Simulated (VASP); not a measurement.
# LiSi16 (a cell with a defect) in VASP: single point with PBE+D3(BJ)

Aim: the single point of LiSi16 (a cell with a defect) with PBE+D3(BJ).

All numbers are computed with VASP 6.6.1; they aren't measurements. Logs are shortened: lines on timing, memory, paths and dates and some standing lists are left out, and cuts for length are marked.

### 1 The cell of the first run

The cell holds a defect, 17 atoms: a = 7.679 Å, b = 7.679 Å, c = 7.679 Å, α = 60.00°, β = 60.00°, γ = 60.00°.

### 2 Single point, PBE+D3(BJ), collinear spin

Input file INCAR:

```
  ALGO = Normal
  EDIFF = 1E-6
  ENCUT = 520
  GGA = PE
  ISIF = 2
  ISMEAR = -1
  ISPIN = 2
  IVDW = 12
  LASPH = T
  LCHARG = T
  LELF = T
  LORBIT = 11
  LREAL = Auto
  LVHAR = T
  LWAVE = F
  MAGMOM = 0 0 0 0 0 0 0 0 0 0 0 0 0 0 0 0 1
  NBANDS = 52
  NELM = 150
  PREC = Accurate
  SIGMA = 0.02
```

Input file KPOINTS:

```
k-points
0
Gamma
  2 2 2
```

Input file POSCAR:

```
LiSi16
1.0
    0.0000000000      5.4300000000      5.4300000000
    5.4300000000      0.0000000000      5.4300000000
    5.4300000000      5.4300000000      0.0000000000
Si Li
16 1
Direct
   -0.0049376136      0.0018118915      0.0016712118
    0.1154191108      0.1272730931      0.1271391103
   -0.0102828912      0.0074984255      0.5014714346
    0.1153681273      0.1272790878      0.6303816605
   -0.0102937785      0.5015937326      0.0073906155
    0.1153613809      0.6305192711      0.1271457982
   -0.0103586831      0.5015844178      0.5014565017
    0.1168055309      0.6278199487      0.6277208619
    0.4894488326      0.0056490032      0.0054908143
    0.6236514736      0.1256350531      0.1254784359
    0.4894137395      0.0056497423      0.4996591465
    0.6108311226      0.1393106222      0.6250783116
    0.4894319116      0.4998180165      0.0054806930
    0.6108232462      0.6252232694      0.1392471247
    0.4832898947      0.5056407207      0.5055637062
    0.6107554992      0.6251305212      0.6249090959
    0.7300470966      0.7566634833      0.7566403774
```

Potentials or basis: VASP PAW PBE potentials, release 64 (Si, Li_sv).

Run with:

```bash
cat potpaw_PBE.64/Si/POTCAR potpaw_PBE.64/Li_sv/POTCAR > POTCAR
mpirun -np 1 vasp_std > vasp.out
```

OUTCAR:

```text
EDIFF = 1E-6
   ENCUT = 520
   GGA = PE
   ISIF = 2
   ISMEAR = -1
   ISPIN = 2
   IVDW = 12
   LASPH = T
   LORBIT = 11
   LREAL = Auto
   NELM = 150
   PREC = Accurate
 IVDW          = 12

 ion  position               nearest neighbor table
   1  0.995  0.002  0.002-   2 2.33   4 2.33   6 2.33  10 2.33
   2  0.115  0.127  0.127-   1 2.33   9 2.35   5 2.35   3 2.35
   3  0.990  0.007  0.501-   2 2.35   4 2.35  12 2.38   8 2.38  17 2.77
   4  0.115  0.127  0.630-   1 2.33  11 2.35   7 2.35   3 2.35
   5  0.990  0.502  0.007-   2 2.35   6 2.35  14 2.38   8 2.38  17 2.77
   6  0.115  0.631  0.127-   1 2.33  13 2.35   7 2.35   5 2.35
   7  0.990  0.502  0.501-   4 2.35   6 2.35  16 2.38   8 2.38  17 2.77
   8  0.117  0.628  0.628-  15 2.30   7 2.38   5 2.38   3 2.38  17 2.42
   9  0.489  0.006  0.005-   2 2.35  10 2.35  12 2.39  14 2.39  17 2.70
  10  0.624  0.126  0.125-   1 2.33   9 2.35  11 2.35  13 2.35
  11  0.489  0.006  0.500-   4 2.35  10 2.35  12 2.39  16 2.39  17 2.70
  12  0.611  0.139  0.625-  15 2.30   3 2.38   9 2.39  11 2.39  17 2.40
  13  0.489  0.500  0.005-   6 2.35  10 2.35  14 2.39  16 2.39  17 2.70
  14  0.611  0.625  0.139-  15 2.30   5 2.38   9 2.39  13 2.39  17 2.40
  15  0.483  0.506  0.506-  16 2.30  14 2.30  12 2.30   8 2.30
  16  0.611  0.625  0.625-  15 2.30   7 2.38  11 2.39  13 2.39  17 2.40
  17  0.730  0.757  0.757-  16 2.40  14 2.40  12 2.40   8 2.42  13 2.70  11 2.70   9 2.70   7 2.77
                             5 2.77   3 2.77

  LATTYP: Found a face centered cubic cell.
 ALAT       =    10.8600000000

  Lattice vectors:

 A1 = (   0.0000000000,   5.4300000000,   5.4300000000)
 A2 = (   5.4300000000,   0.0000000000,   5.4300000000)
 A3 = (   5.4300000000,   5.4300000000,   0.0000000000)

Analysis of symmetry for initial positions (statically):
=====================================================================
 Subroutine PRICEL returns:
 Original cell was already a primitive cell.

 Routine SETGRP: Setting up the symmetry group for a
 face centered cubic supercell.

 Subroutine GETGRP returns: Found  1 space group operations
 (whereof  1 operations were pure point group operations)
 out of a pool of 48 trial point group operations.

The static configuration has the point symmetry C_1 .

Analysis of symmetry for dynamics (positions and initial velocities):
=====================================================================
 Subroutine PRICEL returns:
 Original cell was already a primitive cell.

 Routine SETGRP: Setting up the symmetry group for a
 face centered cubic supercell.

 Subroutine GETGRP returns: Found  1 space group operations
 (whereof  1 operations were pure point group operations)
 out of a pool of 48 trial point group operations.

The dynamic configuration has the point symmetry C_1 .

Analysis of structural, dynamic, and magnetic symmetry:
=====================================================================
 Subroutine PRICEL returns:
 Original cell was already a primitive cell.

 Routine SETGRP: Setting up the symmetry group for a
 face centered cubic supercell.

 Subroutine GETGRP returns: Found  1 space group operations
 (whereof  1 operations were pure point group operations)
 out of a pool of 48 trial point group operations.

The overall configuration has the point symmetry C_1 .

 Subroutine INISYM returns: Found  1 space group operations
 (whereof  1 operations are pure point group operations),
 and found     1 'primitive' translations

----------------------------------------------------------------------------------------

                                     Primitive cell

  volume of cell :     320.2060

  direct lattice vectors                    reciprocal lattice vectors
     0.000000000  5.430000000  5.430000000    -0.092081031  0.092081031  0.092081031
     5.430000000  0.000000000  5.430000000     0.092081031 -0.092081031  0.092081031
     5.430000000  5.430000000  0.000000000     0.092081031  0.092081031 -0.092081031

  length of vectors
     7.679179644  7.679179644  7.679179644     0.159489025  0.159489025  0.159489025

  position of ions in fractional coordinates (direct lattice)
     0.995062386  0.001811891  0.001671212
     0.115419111  0.127273093  0.127139110
     0.989717109  0.007498426  0.501471435
     0.115368127  0.127279088  0.630381660
     0.989706222  0.501593733  0.007390616
     0.115361381  0.630519271  0.127145798
[... 9 lines left out ...]
     0.610755499  0.625130521  0.624909096
     0.730047097  0.756663483  0.756640377

  ion indices of the primitive-cell ions
   primitive index   ion index
                 1           1
                 2           2
                 3           3
                 4           4
                 5           5
                 6           6
[... 9 lines left out ...]
                16          16
                17          17

----------------------------------------------------------------------------------------

 KPOINTS: k-points

Automatic generation of k-mesh.
 Grid dimensions read from file:
 generate k-points for:    2    2    2

 Generating k-lattice:

  Cartesian coordinates                     Fractional coordinates (reciprocal lattice)
    -0.046040516  0.046040516  0.046040516     0.500000000  0.000000000  0.000000000
     0.046040516 -0.046040516  0.046040516     0.000000000  0.500000000  0.000000000
     0.046040516  0.046040516 -0.046040516     0.000000000  0.000000000  0.500000000

  Length of vectors
     0.079744512  0.079744512  0.079744512

  Shift w.r.t. Gamma in fractional coordinates (k-lattice)
     0.000000000  0.000000000  0.000000000

 Subroutine IBZKPT returns following result:
 ===========================================

 Found      8 irreducible k-points:

 Following reciprocal coordinates:
            Coordinates               Weight
  0.000000  0.000000  0.000000      1.000000
  0.500000  0.000000  0.000000      1.000000
  0.000000  0.500000  0.000000      1.000000
  0.000000  0.000000  0.500000      1.000000
  0.500000  0.500000  0.500000      1.000000
  0.500000  0.500000  0.000000      1.000000
  0.000000  0.500000  0.500000      1.000000
  0.500000  0.000000  0.500000      1.000000
   k-points           NKPTS =      8   k-points in BZ     NKDIM =      8   number of bands    NBANDS=     52
   number of dos      NEDOS =    301   number of ions     NIONS =     17
   total plane-waves  NPLWV = 216000
   dimension x,y,z NGX =    60 NGY =   60 NGZ =   60
   dimension x,y,z NGXF=   120 NGYF=  120 NGZF=  120
   ions per type =              16   1
   NGX,Y,Z   is equivalent  to a cutoff of  12.99, 12.99, 12.99 a.u.
   NGXF,Y,Z  is equivalent  to a cutoff of  25.98, 25.98, 25.98 a.u.
 SYSTEM =  unknown system
   PREC   = accura    normal or accurate (medium, high low for compatibility)
   ISTART =      0    job   : 0-new  1-cont  2-samecut
   ICHARG =      2    charge: 1-file 2-atom 10-const
   ISPIN  =      2    spin polarized calculation?
   LNONCOLLINEAR =      F non collinear calculations
   LSORBIT =      F    spin-orbit coupling
   LASPH  =      T    aspherical Exc in radial PAW
   ENCUT  =  520.0 eV  38.22 Ry    6.18 a.u.  14.28 14.28 14.28*2*pi/ulx,y,z
   NELM   =    150;   NELMIN=  2; NELMDL= -5     # of ELM steps
   EDIFF  = 0.1E-05   stopping-criterion for ELM
   LREAL  =      T    real-space projection
   EDIFFG = 0.1E-04   stopping-criterion for IOM
   NSW    =      0    number of steps for IOM
   IBRION =     -1    ionic relax: 0-MD 1-quasi-New 2-CG
   NFREE  =      0    steps in history (QN), initial steepest desc. (CG)
   ISIF   =      2    stress and relaxation
   ISYM   =      2    0-nonsym 1-usesym 2-fastsym
   POTIM  = 0.5000    time-step for ionic-motion
   TEBEG  =    0.0;   TEEND  =   0.0 temperature during run
   PSTRESS=    0.0 pullay stress
   NELECT =      67.0000    total number of electrons
   NUPDOWN=      -1.0000    fix difference up-down
   EMIN   =  10.00;   EMAX   =-10.00  energy-range for DOS
   EFERMI =   0.00;   METHOD = LEGACY
   ISMEAR =    -1;   SIGMA  =   0.02  broadening in eV -4-tet -1-fermi 0-gaus
   EFERMI_NEDOS =   21; number of points for ismear=-14 and -15
   IALGO  =     38    algorithm
   IMIX   =      4    mixing-type and parameters
     AMIX     =   0.40;   BMIX     =  1.00
     AMIX_MAG =   1.60;   BMIX_MAG =  1.00
  volume/ion in A,a.u.               =      18.84       127.11
  Fermi-wavevector in a.u.,A,eV,Ry     =   0.971904  1.836632 12.852022  0.944597
  Thomas-Fermi vector in A             =   2.102159
   LORBIT       =     11    0 simple, 1 ext, 2 COOP (PROOUT), +10 PAW based schemes
   GGA     = PE    functional components
   LHFCALC =     F    Hartree Fock is set to
   AEXX    =    0.0000 exact exchange contribution
   IVDW    =    12    specifies the selected vdW correction
   LEPSILON=     F    determine dielectric tensor
   LRPA    =     F    only Hartree local field effects (RPA)
 spin polarized calculation
  energy-cutoff  :      520.00
  volume of cell :      320.21
 maximum number of plane-waves:      8646
 NGX is ok and might be reduce to    60
   NGX = 29   NGY = 29   NGZ = 29

 number of electron      67.0000002 magnetization      -0.0641095

 number of electron      67.0000002 magnetization       0.0248151

 Free energy of the ion-electron system (eV)
  ---------------------------------------------------
  ext. energy  EPLUGINS =         0.00000000
  ---------------------------------------------------
  free energy    TOTEN  =       -86.86036655 eV

  energy without entropy =      -86.85121373  energy(sigma->0) =      -86.85579014

 E-fermi :   6.6571     XC(G=0):  -9.5305

 val. band max:        6.6557787022   @ k =   0.0000   0.0000   0.0000
 cond. band min:       6.6571431535   @ k =   0.0000   0.0000   0.0000
 fundamental gap:      0.0013644514
 Fermi energy:         6.6571195358

 spin component 1

 k-point     1 :       0.0000    0.0000    0.0000
  band No.  band energies     occupation
      1     -40.4601      1.00000
      2      -5.9812      1.00000
      3      -3.7593      1.00000
      4      -3.6513      1.00000
      5      -3.6507      1.00000
      6      -3.6425      1.00000
[... 373 lines left out ...]
     44      10.2410      0.00000
     45      10.3309      0.00000
 Fermi energy:         6.6571195358

 spin component 2

 k-point     1 :       0.0000    0.0000    0.0000
  band No.  band energies     occupation
      1     -40.4601      1.00000
      2      -5.9796      1.00000
      3      -3.7580      1.00000
      4      -3.6501      1.00000
      5      -3.6495      1.00000
      6      -3.6413      1.00000
[... 373 lines left out ...]
     44      10.2471      0.00000
     45      10.3338      0.00000
 [bands above 45 left out]

------------------------ aborting loop because EDIFF is reached ----------------------------------------

 Edisp (eV)   -5.45535

 E8    (eV) :    -2.2600

  FORCE on cell =-STRESS in cart. coord.  units (eV):
  Direction    XX          YY          ZZ          XY          YZ          ZX
  --------------------------------------------------------------------------------------
  -------------------------------------------------------------------------------------
  Total       1.34826     1.34304     1.33826    -0.05329     0.04990    -0.05300
  in kB       6.74612     6.72003     6.69609    -0.26663     0.24968    -0.26517
  external pressure =        6.72 kB  Pullay stress =        0.00 kB

 VOLUME and BASIS-vectors are now :
 -----------------------------------------------------------------------------
  energy-cutoff  :      520.00
  volume of cell :      320.21
      direct lattice vectors                 reciprocal lattice vectors
     0.000000000  5.430000000  5.430000000    -0.092081031  0.092081031  0.092081031
     5.430000000  0.000000000  5.430000000     0.092081031 -0.092081031  0.092081031
     5.430000000  5.430000000  0.000000000     0.092081031  0.092081031 -0.092081031

 POSITION                                       TOTAL-FORCE (eV/Angst)
 -----------------------------------------------------------------------------------
      0.01891      5.41226      5.41303         0.016789     -0.018013     -0.018500
      1.38146      1.31709      1.31782         0.045396      0.018942      0.019654
      2.76371      8.09715      5.41488        -0.021829      0.023217     -0.060432
      4.11410      4.04942      1.31757        -0.018819     -0.046008      0.019958
      2.76379      5.41424      8.09776        -0.021087     -0.059943      0.023340
      4.11412      1.31681      4.05013        -0.020171      0.020318     -0.045677
[... 9 lines left out ...]
      6.78772      6.70966      6.71086         0.065205      0.029900      0.027261
      8.21724      8.07271      8.07284        -0.044130      0.045191      0.046109
 -----------------------------------------------------------------------------------
    total drift:                               -0.001182     -0.004160     -0.006996

  FREE ENERGIE OF THE ION-ELECTRON SYSTEM (eV)
  ---------------------------------------------------
  free  energy   TOTEN  =       -92.3157146675 eV

  energy  without entropy=      -92.3065618551  energy(sigma->0) =      -92.31113826

 total charge

# of ion       s       p       d       tot
------------------------------------------
    1        0.734   0.970   0.000   1.705
    2        0.742   0.956   0.000   1.698
    3        0.738   0.948   0.000   1.685
    4        0.742   0.956   0.000   1.698
    5        0.738   0.948   0.000   1.685
    6        0.742   0.956   0.000   1.698
[... 9 lines left out ...]
   16        0.745   0.963   0.000   1.708
   17        2.028   0.087   0.000   2.115
--------------------------------------------------
tot         13.870  15.396   0.000  29.267

 magnetization (x)

# of ion       s       p       d       tot
------------------------------------------
    1       -0.000  -0.000   0.000  -0.000
    2       -0.000   0.000   0.000   0.000
    3        0.000  -0.000   0.000   0.000
    4       -0.000   0.000   0.000   0.000
    5        0.000  -0.000   0.000   0.000
    6       -0.000   0.000   0.000   0.000
[... 9 lines left out ...]
   16        0.000   0.000   0.000   0.000
   17       -0.000  -0.000   0.000  -0.000
--------------------------------------------------
tot          0.002   0.001   0.000   0.003
```

Wall time 9.6 min (1 thread of Intel Xeon Platinum 8259CL at 2.50GHz (Skylake/Cascade Lake), shared host); peak memory 0.71 GiB.

What came out:

```
Free energy                                           : -92.3157 eV
Largest force                                         : 0.096 eV/Å
Net moment                                            : 0.02 μB per cell
Valence electrons inside the program's atomic spheres : Si 1.71, 1.70, 1.69 (each value once); Li 2.12
Dispersion energy per atom                            : -0.321 eV
```

Forces on the atoms (eV/Å):
```
Si   0.017 -0.018 -0.018
Si   0.045  0.019  0.020
Si  -0.022  0.023 -0.060
Si  -0.019 -0.046  0.020
Si  -0.021 -0.060  0.023
Si  -0.020  0.020 -0.046
Si   0.061  0.021  0.022
Si   0.019 -0.019 -0.020
Si  -0.061  0.001 -0.001
Si   0.055 -0.056 -0.056
Si  -0.002  0.063 -0.002
Si  -0.027  0.024 -0.061
Si   0.000 -0.002  0.064
Si  -0.030 -0.063  0.024
Si  -0.017  0.017  0.017
Si   0.065  0.030  0.027
Li  -0.044  0.045  0.046
```

Levels at points of the mesh, in eV from the Fermi level:
Spin up:
```
           k point  band 30  band 31  band 32  band 33  band 34  band 35  band 36  band 37
(0.00, 0.00, 0.00)    -1.77    -0.68    -0.66    -0.66    -0.08    -0.06    -0.06    -0.01
(0.50, 0.00, 0.00)    -1.46    -1.46    -1.40    -1.40     0.55     0.68     0.68     0.90
(0.00, 0.50, 0.00)    -1.48    -1.46    -1.40    -1.40     0.52     0.70     0.71     0.86
(0.00, 0.00, 0.50)    -1.48    -1.46    -1.40    -1.40     0.52     0.70     0.71     0.86
(0.50, 0.50, 0.50)    -1.48    -1.46    -1.40    -1.40     0.51     0.70     0.71     0.86
(0.50, 0.50, 0.00)    -2.05    -2.05    -1.95    -1.93     0.38     0.43     1.50     1.64
(0.00, 0.50, 0.50)    -2.05    -2.05    -1.95    -1.93     0.38     0.43     1.50     1.64
(0.50, 0.00, 0.50)    -2.05    -2.05    -1.95    -1.93     0.38     0.43     1.50     1.64
```
Spin down:
| k point | band 29 | band 30 | band 31 | band 32 | band 33 | band 34 | band 35 | band 36 | band 37 | band 38 |
| --- | --- | --- | --- | --- | --- | --- | --- | --- | --- | --- |
| (0.00, 0.00, 0.00) | -1.79 | -1.77 | -0.68 | -0.66 | -0.66 | -0.08 | -0.06 | -0.06 | 0.00 | 0.00 |
| (0.50, 0.00, 0.00) | -2.75 | -1.46 | -1.46 | -1.40 | -1.40 | 0.55 | 0.68 | 0.68 | 0.91 | 0.91 |
| (0.00, 0.50, 0.00) | -2.78 | -1.48 | -1.46 | -1.40 | -1.40 | 0.52 | 0.71 | 0.72 | 0.86 | 0.88 |
| (0.00, 0.00, 0.50) | -2.78 | -1.48 | -1.46 | -1.40 | -1.40 | 0.52 | 0.71 | 0.72 | 0.86 | 0.88 |
| (0.50, 0.50, 0.50) | -2.78 | -1.48 | -1.46 | -1.40 | -1.40 | 0.52 | 0.71 | 0.71 | 0.86 | 0.88 |
| (0.50, 0.50, 0.00) | -2.57 | -2.05 | -2.05 | -1.95 | -1.93 | 0.38 | 0.44 | 1.50 | 1.64 | 1.64 |
| (0.00, 0.50, 0.50) | -2.57 | -2.05 | -2.05 | -1.95 | -1.93 | 0.38 | 0.44 | 1.50 | 1.64 | 1.64 |
| (0.50, 0.00, 0.50) | -2.57 | -2.05 | -2.05 | -1.95 | -1.93 | 0.38 | 0.44 | 1.50 | 1.64 | 1.64 |

Caveat: the k points lie up to 0.50 Å⁻¹ apart; the cutoff is under 1.25 times the usual one of these potentials, so pressure, stress and relaxed cells hold a basis-set (Pulay) error.
